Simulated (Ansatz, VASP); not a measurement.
## Two plane-wave programs on Ir

```
Ir
1.0
     0.00000    1.92930    1.91970
     1.91970    0.00000    1.91970
     1.91970    1.92930    0.00000
Ir
1
Direct
  0.00000 0.00000 0.00000
```

Change from the starting cell: strain +0.0050 x Voigt [0, 1, 0, 0, 0, 0], atoms carried along.

Alike in both runs: task single point; functional r2SCAN; k mesh 22 × 22 × 22; occupations gaussian, width 0.15 eV; no spin polarisation.

```csv
,VASP,Ansatz
version,VASP 6.6.1,Ansatz 0.2.0
potentials or method,"VASP PAW PBE potentials, release 64 (Ir), cutoff 520 eV","scalar-relativistic, plane waves, PAW"
valence electrons in the cell,9,17
```

|  | VASP | Ansatz | Ansatz less VASP |
| --- | --- | --- | --- |
| gap on the k mesh at the Fermi level (eV) | none | none | - |
| pressure (GPa) | 2.2 | -0.3 | -2.47 |
| traceless stress, the component that is largest in VASP (GPa) | -1.24 | -1.24 | +0.001 |

VASP's potentials were made for PBE, not for r2SCAN. A gap of «none» marks a metal or a gap that the smearing closes. VASP's potentials hold 9 valence electrons a cell and Ansatz's 17, so a difference there can come from the potentials and not from the codes.

Spin-orbit coupling is off throughout.
